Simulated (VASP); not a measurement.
## SnO2: single point with r2SCAN

SnO2:

```xyz
6
Lattice="4.7592 0.0000 0.0000 0.0000 4.7592 0.0000 0.1921 0.0000 3.2013" Properties=species:S:1:pos:R:3 pbc="T T T"
Sn    2.4756    2.3796    1.6006
Sn    0.0000    0.0000    0.0000
O     1.0280    3.8438    1.5765
O     3.9233    0.9154    1.6247
O     1.4477    1.4642    0.0241
O     3.3115    3.2950   -0.0241
```

This cell differs from its parent crystal: shear of c along a, cell held: +6.0 %, then relaxed in part.

| Item | Value |
| --- | --- |
| Program | VASP 6.6.1 |
| Task | single point |
| Functional | r2SCAN |
| Potentials or basis | VASP PAW PBE potentials, release 64 (Sn_d, O) |
| Cutoff | 520 eV |
| k mesh | 6 × 6 × 8 |
| Occupations | gaussian, width 0.02 eV |
| Spin | no spin polarisation |
| Dipole correction | no |
| Further INCAR settings | ALGO = Normal; EDIFF = 1e-06; NBANDS = 35 |

The pressure is 1.1 GPa. The largest force is 0.033 eV/Å. The band gap on the k mesh is 1.75 eV.

Forces in eV/Å, atoms in the order of the input:
```
Sn   0.000  0.000  0.000
Sn   0.000  0.000  0.000
O    0.022 -0.017 -0.017
O   -0.022  0.017  0.017
O   -0.022 -0.017  0.017
O    0.022  0.017 -0.017
```

Stress tensor (GPa, compression positive):
```
 0.86  0.00 -6.06
 0.00  1.24  0.00
-6.06  0.00  1.31
```

Levels at points of the mesh, in eV from the valence-band top:
```
           k point  band 22  band 23  band 24  band 25  band 26  band 27  band 28  band 29  band 30  band 31
(0.00, 0.00, 0.00)    -1.28    -1.24    -0.79    -0.76     0.00     1.75     6.77     6.91     6.99    11.09
(0.50, 0.00, 0.00)    -1.98    -1.20    -1.20    -0.62    -0.62     4.93     4.93     7.70     7.70    11.77
(0.00, 0.50, 0.00)    -2.02    -1.24    -1.24    -0.60    -0.60     4.95     4.95     7.77     7.77    11.80
(0.50, 0.50, 0.00)    -1.96    -1.33    -1.33    -0.94    -0.94     5.39     5.39     8.12     8.12    11.87
(0.00, 0.00, 0.50)    -2.61    -1.70    -1.70    -1.27    -1.27     6.82     6.82    10.34    10.34    11.45
(0.50, 0.00, 0.50)    -1.76    -1.34    -0.89    -0.87    -0.54     6.93     7.26     8.55     9.12    11.75
(0.00, 0.50, 0.50)    -1.73    -1.14    -1.14    -0.69    -0.69     7.08     7.08     8.76     8.76    11.82
(0.50, 0.50, 0.50)    -2.30    -1.05    -1.05    -0.78    -0.78     5.47     5.47     9.57     9.57    11.75
```

It took 4.5 min on 1 thread of Intel(R) Xeon(R) 6975P-C (Granite Rapids), with other jobs on the host, peak memory 0.32 GiB.

Caveat: the cell differs from its parent crystal (shear of c along a, cell held: +6.0 %, then relaxed in part); the PAW data sets were made with another functional, which shifts forces and pressure a little; spin-orbit coupling is left out, which moves the levels of the heavy elements.
